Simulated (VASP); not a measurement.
Set up this calculation in VASP 6.6.1, as the native input.

| Quantity | Value |
| --- | --- |
| Task | single point |
| Functional | PBE |
| Potentials or basis | VASP PAW PBE potentials, release 64 (Na_pv, Cu) |
| Cutoff | 520 eV |
| k mesh | 9 × 9 × 7 |
| Occupations | fermi-dirac, width 0.05 eV |
| Spin | no spin polarisation |
| Dipole correction | no |
| Further INCAR settings | ALGO = Fast; EDIFF = 1e-07; NBANDS = 16 |

The structure of NaCu lies in POSCAR:

```
NaCu
1.0
    2.8170667816      0.0000000000      0.0000000000
    0.0000000000      2.8170667816      0.0000000000
    0.0000000000      0.0000000000      4.5927076256
Na Cu
1 1
Direct
    0.0000000000      0.0000000000      0.0000000000
    0.5000000000      0.5000000000      0.5000000000
```

One way to write it, as run:

INCAR

```
SYSTEM = NaCu
PREC = Accurate
ENCUT = 520
EDIFF = 1E-7
ISMEAR = -1
SIGMA = 0.05
LREAL = .False.
LASPH = .True.
NELM = 80
ALGO = Fast
ISIF = 2
LWAVE = .False.
LCHARG = .False.
GGA = PE
NBANDS = 16
```

KPOINTS

```
Automatic mesh
0
Gamma
  9 9 7
  0 0 0
```

Potentials or basis: VASP PAW PBE potentials, release 64 (Na_pv, Cu).

Launch:

```sh
$ cat potpaw_PBE.64/Na_pv/POTCAR potpaw_PBE.64/Cu/POTCAR > POTCAR
$ mpirun -np 1 vasp_std > vasp.out
```

Results of the run:

- Pressure: -0.1 GPa
- Band gap on the k mesh: zero (band 9 reaches 5.70 eV, above the bottom of band 10 at 1.48 eV)

Wall time 46 s on 1 thread of AMD EPYC 7R43 64-Core Processor (Zen 3), on a shared host, peak memory 0.14 GiB.
